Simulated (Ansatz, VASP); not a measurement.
## Two plane-wave programs on Na4Y3N

```xyz
8
Lattice="5.8552 0.0000 0.0000 0.0000 5.8552 0.0000 0.0000 0.0000 5.8552" Properties=species:S:1:pos:R:3 pbc="T T T"
Na    2.9276    2.9276    2.9276
Na    0.0000    2.9276    2.9276
Na    2.9276    0.0000    2.9276
Na    2.9276    2.9276    0.0000
Y     2.9276    0.0000    0.0000
Y     0.0000    2.9276    0.0000
Y     0.0000    0.0000    2.9276
N     0.0000    0.0000    0.0000
```

Alike in both runs: functional PBE; k mesh 4 × 4 × 4; occupations gaussian, width 0.1 eV; no spin polarisation.

Ansatz relaxed the structure, and its values are those at the end. VASP's run is a single point on that final structure, the one shown.

|  | VASP | Ansatz |
| --- | --- | --- |
| version | VASP 6.6.1 | Ansatz 0.2.0 |
| potentials or method | VASP PAW PBE potentials, release 64 (Na_pv, Y_sv, N), cutoff 520 eV | scalar-relativistic, plane waves, PAW |
| valence electrons in the cell | 66 | 74 |

Ansatz gave:

| Item | Value |
| --- | --- |
| gap on the k mesh at the Fermi level (eV) | none |
| pressure (GPa) | 0.3 |

**Question.** Estimate VASP's values.

**Answer.** gap on the k mesh at the Fermi level (eV): none; pressure (GPa): 0.4.

A gap of «none» marks a metal or a gap that the smearing closes. With one functional, cell and mesh, what is left measures potentials, basis and numerics. VASP's potentials hold 66 valence electrons a cell and Ansatz's 74, so a difference there can come from the potentials and not from the codes.
